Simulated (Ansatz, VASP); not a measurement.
I in VASP and in Ansatz

INCAR

```
SYSTEM = I
PREC = Accurate ; ENCUT = 520
EDIFF = 1E-6 ; ISMEAR = -1
SIGMA = 0.05 ; LREAL = .False.
LASPH = .True. ; NELM = 150
ALGO = Normal ; ISIF = 2
LWAVE = .False. ; LCHARG = .False.
MAGMOM = 0 0 0 ; LORBIT = 11
LSORBIT = .True. ; GGA_COMPAT = .False.
LORBMOM = .True. ; GGA = PS
NBANDS = 18
```

File KPOINTS:

```
regular mesh
0
Gamma
  7 7 7
  0 0 0
```

File POSCAR:

```
I
1.0
    0.0000000000      2.3656004428      3.9098401324
    2.1922454667      0.0000000000      3.9098401324
    2.1922454667      2.3656004428      0.0000000000
I
1
Direct
    0.0000000000      0.0000000000      0.0000000000
```

input.yaml

```yaml
crystal:
  lattice:
    - [0.0, 2.3656004428, 3.9098401324]
    - [2.1922454667, 0.0, 3.9098401324]
    - [2.1922454667, 2.3656004428, 0.0]
  atoms:
    - { symbol: I, position: [0.0, 0.0, 0.0] }
kpoints:
  mp_grid: { grid: [7, 7, 7] }
  band_path:
    path:
      - [0.0, 0.0, 0.0]
      - [0.5, 0.0, 0.5]
      - [0.5, 0.1138942365, 0.6138942365]
      - [0.0504161431, 0.5, 0.5504161431]
      - [0.0, 0.5, 0.5]
      - [0.0, 0.0, 0.0]
      - [0.5, 0.5, 0.0]
      - [0.9495838569, 0.5, 0.4495838569]
    npoints: 12
scf:
  occupations: { method: fermi_dirac, width: 0.05 }
hamiltonian:
  xc: pbesol
  pseudopotentials: { kind: all_electron, lapw: { basis_error: 0.001 } }
magnetization:
  noncollinear: true
  spin_orbit: true
output:
  forces: true
  stress: true
  eigenvalues: true
```

Alike in both runs: functional PBEsol; k mesh 7 × 7 × 7; occupations fermi-dirac, width 0.05 eV; non-collinear spin, spin-orbit coupling.

|  | VASP | Ansatz |
| --- | --- | --- |
| version | VASP 6.6.1 | Ansatz 0.2.0 |
| potentials or method | VASP PAW PBE potentials, release 64 (I), cutoff 520 eV | all-electron LAPW, relativistic spinors |
| task | single point | band structure |

|  | VASP | Ansatz | Ansatz less VASP |
| --- | --- | --- | --- |
| pressure (GPa) | -0.8 | -0.8 | +0.06 |
| traceless stress, the component that is largest in VASP (GPa) | 0.41 | 0.36 | -0.058 |

VASP's potentials were made for PBE, not for PBEsol. Ansatz ran all-electron here, and VASP with PAW potentials.

Noted on Ansatz's run: the k mesh is thin for a metal, which can move the energy by tens of meV per atom.
